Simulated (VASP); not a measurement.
# Re (P-1) in VASP: relaxation of cell and atoms with PBE

Aim: the relaxation of cell and atoms of Re with PBE.

All numbers are computed with VASP 6.6.1; they aren't measurements. Logs are shortened: lines on timing, memory, paths and dates and some standing lists are left out, and cuts for length are marked.

## (1) The cell of the first run

The typed cell holds 2 atoms: a = 4.132 Å, b = 3.817 Å, c = 3.401 Å, α = 66.47°, β = 67.90°, γ = 108.40°.

## (2) Relaxation of cell and atoms, PBE

Input file INCAR:

```
SYSTEM = Re
PREC = Accurate
ENCUT = 600
EDIFF = 1E-6
ISMEAR = 0
SIGMA = 0.1
LREAL = .False.
LASPH = .True.
NELM = 100
ALGO = Normal
ISIF = 3
LWAVE = .False.
LCHARG = .False.
GGA = PE
IBRION = 2
NSW = 90
EDIFFG = -0.04
```

Input file KPOINTS:

```
Automatic mesh
0
Gamma
  6 6 6
  0 0 0
```

Input file POSCAR:

```
Re
1.0
    4.1319407964      0.0000000000      0.0000000000
   -1.2047849168      3.6217307768      0.0000000000
    1.2793754377      1.8564131890      2.5463811634
Re
2
Direct
    0.3241632978      0.2431766824      0.6367082674
    0.0426407257      0.4669655131      0.2032179332
```

Potentials or basis: VASP PAW PBE potentials, release 64 (Re).

On the command line:

```
cat potpaw_PBE.64/Re/POTCAR > POTCAR
mpirun -np 1 vasp_std > vasp.out
```

OUTCAR:

```text
SYSTEM = Re
   PREC = Accurate
   ENCUT = 600
   EDIFF = 1E-6
   ISMEAR = 0
   LREAL = .False.
   LASPH = .True.
   NELM = 100
   ISIF = 3
   GGA = PE
   IBRION = 2
   NSW = 90
   EDIFFG = -0.04

 ion  position               nearest neighbor table
   1  0.324  0.243  0.637-   2 2.27   2 2.33   2 2.41   2 2.46
   2  0.043  0.467  0.203-   1 2.27   1 2.33   1 2.41   1 2.46

  LATTYP: Found a triclinic cell.
 ALAT       =     4.1319407964
 B/A-ratio  =     1.5609173838
 C/A-ratio  =     0.8231115377
 COS(alpha) =     0.0047524421
 COS(beta)  =     0.3761709285
 COS(gamma) =     0.8274483129

  Lattice vectors:

 A1 = (  -4.1319407964,   0.0000000000,   0.0000000000)
 A2 = (  -5.3367257132,   3.6217307768,   0.0000000000)
 A3 = (  -1.2793754377,  -1.8564131890,  -2.5463811634)

Analysis of symmetry for initial positions (statically):
=====================================================================
 Subroutine PRICEL returns:
 Original cell was already a primitive cell.

 Routine SETGRP: Setting up the symmetry group for a
 triclinic supercell.

 Subroutine GETGRP returns: Found  2 space group operations
 (whereof  1 operations were pure point group operations)
 out of a pool of  2 trial point group operations.

The static configuration has the point symmetry C_1 .
 The point group associated with its full space group is S_2 .

Analysis of symmetry for dynamics (positions and initial velocities):
=====================================================================
 Subroutine PRICEL returns:
 Original cell was already a primitive cell.

 Routine SETGRP: Setting up the symmetry group for a
 triclinic supercell.

 Subroutine GETGRP returns: Found  2 space group operations
 (whereof  1 operations were pure point group operations)
 out of a pool of  2 trial point group operations.

The dynamic configuration has the point symmetry C_1 .
 The point group associated with its full space group is S_2 .

 Subroutine INISYM returns: Found  2 space group operations
 (whereof  1 operations are pure point group operations),
 and found     1 'primitive' translations

----------------------------------------------------------------------------------------

                                     Primitive cell

  volume of cell :      38.1060

  direct lattice vectors                    reciprocal lattice vectors
     4.131940796  0.000000000  0.000000000     0.242017020  0.080508043 -0.180289907
    -1.204784917  3.621730777  0.000000000     0.000000000  0.276111081 -0.201295965
     1.279375438  1.856413189  2.546381163     0.000000000  0.000000000  0.392714184

  length of vectors
     4.131940796  3.816862653  3.401048143     0.312343135  0.341697812  0.392714184

  position of ions in fractional coordinates (direct lattice)
     0.324163298  0.243176682  0.636708267
     0.042640726  0.466965513  0.203217933

  ion indices of the primitive-cell ions
   primitive index   ion index
                 1           1
                 2           2

----------------------------------------------------------------------------------------

 KPOINTS: Automatic mesh

Automatic generation of k-mesh.
 Grid dimensions read from file:
 generate k-points for:    6    6    6

 Generating k-lattice:

  Cartesian coordinates                     Fractional coordinates (reciprocal lattice)
     0.040336170  0.013418007 -0.030048318     0.166666667 -0.000000000  0.000000000
     0.000000000  0.046018514 -0.033549327     0.000000000  0.166666667  0.000000000
     0.000000000  0.000000000  0.065452364     0.000000000  0.000000000  0.166666667

  Length of vectors
     0.052057189  0.056949635  0.065452364

  Shift w.r.t. Gamma in fractional coordinates (k-lattice)
     0.000000000  0.000000000  0.000000000

 Subroutine IBZKPT returns following result:
 ===========================================

 Found    112 irreducible k-points:

 Following reciprocal coordinates:
            Coordinates               Weight
  0.000000  0.000000  0.000000      1.000000
  0.166667  0.000000  0.000000      2.000000
  0.333333  0.000000 -0.000000      2.000000
  0.500000  0.000000 -0.000000      1.000000
  0.000000  0.166667 -0.000000      2.000000
  0.166667  0.166667  0.000000      2.000000
[... 16 lines left out ...]
  0.333333  0.000000  0.166667      2.000000
  0.500000  0.000000  0.166667      2.000000
 [... further k-points ...]
   k-points           NKPTS =    112   k-points in BZ     NKDIM =    112   number of bands    NBANDS=     11
   number of dos      NEDOS =    301   number of ions     NIONS =      2
   total plane-waves  NPLWV =  30240
   dimension x,y,z NGX =    36 NGY =   30 NGZ =   28
   dimension x,y,z NGXF=    72 NGYF=   60 NGZF=   56
   ions per type =               2
   NGX,Y,Z   is equivalent  to a cutoff of  14.48, 13.07, 13.69 a.u.
   NGXF,Y,Z  is equivalent  to a cutoff of  28.97, 26.13, 27.37 a.u.
 SYSTEM =  Re
   PREC   = accura    normal or accurate (medium, high low for compatibility)
   ISTART =      0    job   : 0-new  1-cont  2-samecut
   ICHARG =      2    charge: 1-file 2-atom 10-const
   ISPIN  =      1    spin polarized calculation?
   LNONCOLLINEAR =      F non collinear calculations
   LSORBIT =      F    spin-orbit coupling
   LASPH  =      T    aspherical Exc in radial PAW
   ENCUT  =  600.0 eV  44.10 Ry    6.64 a.u.   8.25  7.62  6.79*2*pi/ulx,y,z
   NELM   =    100;   NELMIN=  2; NELMDL= -5     # of ELM steps
   EDIFF  = 0.1E-05   stopping-criterion for ELM
   LREAL  =      F    real-space projection
   EDIFFG = -.4E-01   stopping-criterion for IOM
   NSW    =     90    number of steps for IOM
   IBRION =      2    ionic relax: 0-MD 1-quasi-New 2-CG
   NFREE  =      1    steps in history (QN), initial steepest desc. (CG)
   ISIF   =      3    stress and relaxation
   ISYM   =      2    0-nonsym 1-usesym 2-fastsym
   POTIM  = 0.5000    time-step for ionic-motion
   TEBEG  =    0.0;   TEEND  =   0.0 temperature during run
   PSTRESS=    0.0 pullay stress
   NELECT =      14.0000    total number of electrons
   NUPDOWN=      -1.0000    fix difference up-down
   EMIN   =  10.00;   EMAX   =-10.00  energy-range for DOS
   EFERMI =   0.00;   METHOD = LEGACY
   ISMEAR =     0;   SIGMA  =   0.10  broadening in eV -4-tet -1-fermi 0-gaus
   EFERMI_NEDOS =   21; number of points for ismear=-14 and -15
   IALGO  =     38    algorithm
   IMIX   =      4    mixing-type and parameters
     AMIX     =   0.40;   BMIX     =  1.00
     AMIX_MAG =   1.60;   BMIX_MAG =  1.00
  volume/ion in A,a.u.               =      19.05       128.58
  Fermi-wavevector in a.u.,A,eV,Ry     =   1.172518  2.215738 18.705277  1.374799
  Thomas-Fermi vector in A             =   2.308946
   LORBIT       =      0    0 simple, 1 ext, 2 COOP (PROOUT), +10 PAW based schemes
   GGA     = PE    functional components
   LHFCALC =     F    Hartree Fock is set to
   AEXX    =    0.0000 exact exchange contribution
   IVDW    =     0    specifies the selected vdW correction
   LEPSILON=     F    determine dielectric tensor
   LRPA    =     F    only Hartree local field effects (RPA)
 conjugate gradient relaxation of ions
 non-spin polarized calculation
 Gauss-broadening in eV      SIGMA  =   0.10
  energy-cutoff  :      600.00
  volume of cell :       38.11
 maximum number of plane-waves:      1285
 NGX is ok and might be reduce to    36
   NGX = 17   NGY = 15   NGZ = 13

--------------------------------------- Ionic step        1  -------------------------------------------

 number of electron      14.0000000 magnetization

 Free energy of the ion-electron system (eV)
  ---------------------------------------------------
  ext. energy  EPLUGINS =         0.00000000
  ---------------------------------------------------
  free energy    TOTEN  =       -21.44788929 eV

  energy without entropy =      -21.44234240  energy(sigma->0) =      -21.44511584

------------------------ aborting loop because EDIFF is reached ----------------------------------------

  FORCE on cell =-STRESS in cart. coord.  units (eV):
  Direction    XX          YY          ZZ          XY          YZ          ZX
  --------------------------------------------------------------------------------------
  -------------------------------------------------------------------------------------
  Total       10.5495571      2.3141916      3.8205988     -0.8144137     -1.6620569      1.4786052
  in kB      443.5587407     97.3007607    160.6380229    -34.2422270    -69.8815943     62.1683204
  external PRESSURE =     233.8325081 kB  Pullay stress =       0.0000000 kB
[... 21 lines left out ...]
  energy  without entropy=      -21.4423423972  energy(sigma->0) =      -21.44511584

--------------------------------------- Ionic step        2  -------------------------------------------

 number of electron      14.0000000 magnetization

 E-fermi :   2.0886     XC(G=0): -10.1744

 val. band max:        2.0876413166   @ k =   0.3333   0.1667   0.5000
 cond. band min:       2.0958694249   @ k =   0.0000  -0.1667   0.1667
 fundamental gap:      0.0082281083
 Fermi energy:         2.0886481822

 k-point     1 :       0.0000    0.0000    0.0000
  band No.  band energies     occupation
      1      -4.0444      2.00000
      2      -0.9054      2.00000
      3      -0.2856      2.00000
      4       0.4715      2.00000
      5       0.6906      2.00000
      6       1.1003      2.00000
      7       1.1420      2.00000
      8       2.6363      0.00000
      9       3.4505      0.00000
     10       3.9069      0.00000
     11       4.1937      0.00000
[... 387 lines left out ...]
  FREE ENERGIE OF THE ION-ELECTRON SYSTEM (eV)
  ---------------------------------------------------
  free  energy   TOTEN  =       -21.9159872004 eV

  energy  without entropy=      -21.9095544526  energy(sigma->0) =      -21.91277083

[... ionic steps 4 to 51 ...]

--------------------------------------- Ionic step       52  -------------------------------------------

 number of electron      14.0000000 magnetization

------------------------ aborting loop because EDIFF is reached ----------------------------------------

  FORCE on cell =-STRESS in cart. coord.  units (eV):
  Direction    XX          YY          ZZ          XY          YZ          ZX
  --------------------------------------------------------------------------------------
  -------------------------------------------------------------------------------------
  Total        0.1843781      0.1229661      0.0843034     -0.0217161     -0.0079604      0.0451592
  in kB        9.8900238      6.5958893      4.5220290     -1.1648516     -0.4269935      2.4223329
  external PRESSURE =       7.0026474 kB  Pullay stress =       0.0000000 kB
[... 57 lines left out ...]
  energy  without entropy=      -24.7403145470  energy(sigma->0) =      -24.74530496

--------------------------------------- Ionic step       54  -------------------------------------------

 number of electron      14.0000000 magnetization

 Free energy of the ion-electron system (eV)
  ---------------------------------------------------
  ext. energy  EPLUGINS =         0.00000000
  ---------------------------------------------------
  free energy    TOTEN  =       -24.75040721 eV

  energy without entropy =      -24.74035646  energy(sigma->0) =      -24.74538183

 E-fermi :   7.8967     XC(G=0): -13.6331

 val. band max:        7.8767532718   @ k =   0.5000   0.3333  -0.0000
 cond. band min:       7.9285358639   @ k =  -0.1667   0.5000   0.3333
 fundamental gap:      0.0517825921
 Fermi energy:         7.8966876282

 k-point     1 :       0.0000    0.0000    0.0000
  band No.  band energies     occupation
      1      -2.0722      2.00000
      2       1.2569      2.00000
      3       2.1358      2.00000
      4       6.0502      2.00000
      5       6.0841      2.00000
      6       6.1044      2.00000
      7       9.1377      0.00000
      8       9.2338      0.00000
      9      10.6148      0.00000
     10      11.6376      0.00000
     11      12.4004      0.00000
[... 351 lines left out ...]
  FREE ENERGIE OF THE ION-ELECTRON SYSTEM (eV)
  ---------------------------------------------------
  free  energy   TOTEN  =       -24.7504072143 eV

  energy  without entropy=      -24.7403564555  energy(sigma->0) =      -24.74538183

 reached required accuracy - stopping structural energy minimisation
```

Run time: 25 min. Hardware: 1 thread of Intel Xeon Platinum 8259CL at 2.50GHz (Skylake/Cascade Lake), shared host; peak memory 0.25 GiB.

What came out:

```yaml
Free_energy: -24.7504 eV
Relaxed_volume: 14.97 Å³/atom
Relaxed_cell: a = 5.531 Å, b = 2.763 Å, c = 2.763 Å, α = 89.93°, β = 60.14°, γ = 119.90°
Space_group_after_relaxing_to_0.05_Å: Fm-3m (No. 225)
Energy_gained_by_relaxing: 1651.3 meV/atom
Ionic_steps: 54
Pressure_after_relaxing: -0.2 GPa
Band_gap_on_the_k_mesh: zero (band 7 reaches 11.61 eV, above the bottom of band 8 at 6.39 eV)
```

The path:
```
step  energy change (eV)  largest force (eV/Å)  pressure (GPa)  volume (Å³)
   1              0.0000                2.4588           23.38        38.11
   3             -0.4681                0.6584           -6.88        42.75
   5             -0.4818                0.3932           -3.16        41.98
   7             -0.7803                3.5626            1.89        39.76
   9             -1.0121                3.4147           -0.08        39.10
  11             -0.8802                5.1614           28.18        34.12
  13             -1.3587                4.2732           11.98        35.73
  15             -1.6525                2.0556           -3.51        36.84
  17             -1.8222                1.2739           -5.68        36.21
  19             -1.6186                1.5873           44.93        29.96
  21             -2.1719                0.7565            3.58        33.59
  23             -2.2566                0.6764           -4.82        33.98
  25             -2.3616                2.0405           10.56        31.75
  27             -2.4103                2.0735           11.33        31.44
  29             -2.4876                1.8810           10.24        31.15
  31             -2.6101                0.5083          -15.77        33.13
  33             -2.6745                0.7591           -9.54        32.41
  35             -2.8691                1.2912            4.24        30.40
  37             -3.2029                0.7521            0.08        30.10
  39             -3.2372                0.4574            0.54        29.99
  41             -3.2775                0.1938           -0.84        30.04
  43             -3.2854                0.2066           -1.68        30.10
  45             -3.2945                0.1877            2.22        29.77
  47             -3.2989                0.1358           -0.49        29.98
  49             -3.3009                0.0849            0.24        29.92
  51             -3.3021                0.0222           -0.46        29.97
  53             -3.3024                0.0103            0.34        29.90
  54             -3.3025                0.0019           -0.15        29.94
```

Final structure:
```yaml
crystal:
  lattice:
    - [5.50733, 0.28051, -0.42671]
    - [-1.51510, 2.30287, -0.18719]
    - [1.48077, 1.14377, 2.03276]
  atoms:
    - { symbol: Re, position: [0.43339, 0.35502, 0.42003] }
    - { symbol: Re, position: [0.93342, 0.35512, 0.41990] }
```

Caveat: the k points lie up to 0.46 Å⁻¹ apart in the final cell; the volume moved by over 15 % at a fixed basis, so the end points are rough; spin-orbit coupling is left out, which moves the levels of the heavy elements.
